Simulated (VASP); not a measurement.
A run of VASP 6.6.1 is set up as follows.

Contents of INCAR:

```
SYSTEM = SnO2
PREC = Accurate
ENCUT = 520
EDIFF = 1E-8
ISMEAR = 0
SIGMA = 0.01
LREAL = .False.
LASPH = .True.
NELM = 60
ALGO = Normal
ISIF = 2
LWAVE = .False.
LCHARG = .False.
GGA = PE
LEPSILON = .True.
```

File KPOINTS:

```
Automatic mesh
0
Gamma
  4 4 6
  0 0 0
```

Contents of POSCAR:

```
SnO2
1.0
    4.7604949007      0.0000000000      0.0000000000
    0.0000000000      4.7604949007      0.0000000000
    0.0000000000      0.0000000000      3.2001628118
Sn O
2 4
Direct
    0.0000000000      0.0000000000      0.0000000000
    0.5000000000      0.5000000000      0.5000000000
    0.3058809150      0.3058809150      0.0000000000
    0.1941190850      0.8058809150      0.5000000000
    0.6941190850      0.6941190850      0.0000000000
    0.8058809150      0.1941190850      0.5000000000
```

Potentials or basis: VASP PAW PBE potentials, release 64 (Sn_d, O).

The run is started by

```console
$ cat potpaw_PBE.64/Sn_d/POTCAR potpaw_PBE.64/O/POTCAR > POTCAR
$ mpirun -np 1 vasp_std > vasp.out
```

Problem. Estimate the electronic dielectric tensor (diagonal).

Solution. 4.57, 4.57, 4.72.

Problem. Predict the Born charges (mean of the diagonal).

Solution. Sn +4.22; O -2.11 e.

Problem. Estimate the band gap on the k mesh.

Solution. 1.09 eV.

Born effective charge tensors (e):
atom 1, Sn
```
4.10 0.46 0.00
0.46 4.10 0.00
0.00 0.00 4.47
```
atom 2, Sn
```
 4.10 -0.46  0.00
-0.46  4.10  0.00
 0.00  0.00  4.47
```
atom 3, O
```
-2.05 -0.73  0.00
-0.73 -2.05  0.00
 0.00  0.00 -2.24
```
atom 4, O
```
-2.05  0.73  0.00
 0.73 -2.05  0.00
 0.00  0.00 -2.24
```
atom 5, O
```
-2.05 -0.73  0.00
-0.73 -2.05  0.00
 0.00  0.00 -2.24
```
atom 6, O
```
-2.05  0.73  0.00
 0.73 -2.05  0.00
 0.00  0.00 -2.24
```

Caveat: spin-orbit coupling is left out, which moves the levels of the heavy elements. A hybrid or GW would open this gap; PBE tends to underestimate it.
